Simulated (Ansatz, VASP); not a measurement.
**Co in VASP and in Ansatz**

```
CELL_PARAMETERS angstrom
-1.40232 1.40232 1.40232
1.40232 -1.40232 1.40232
2.80464 2.80464 0.00000
ATOMIC_POSITIONS crystal
Co 0.00000 0.00000 0.00000
Co 0.50000 0.50000 0.50000
```

Alike in both runs: task single point; functional PBE; k mesh 15 × 15 × 9; occupations fermi-dirac, width 0.05 eV; no spin polarisation.

|  | VASP | Ansatz |
| --- | --- | --- |
| version | VASP 6.6.1 | Ansatz 0.2.0 |
| potentials or method | VASP PAW PBE potentials, release 64 (Co) | PAW with Ansatz's default frozen-core files, scalar-relativistic |
| plane-wave cutoff (eV) | 520 | 420 |
| valence electrons in the cell | 18 | 34 |

|  | VASP | Ansatz | Ansatz less VASP |
| --- | --- | --- | --- |
| pressure (GPa) | -10.2 | -9.7 | +0.49 |
| traceless stress, the component that is largest in VASP (GPa) | 0.02 | 0.07 | +0.045 |

With one functional, cell and mesh, what is left measures potentials, basis and numerics. VASP's potentials hold 18 valence electrons a cell and Ansatz's 34, so a difference there can come from the potentials and not from the codes.
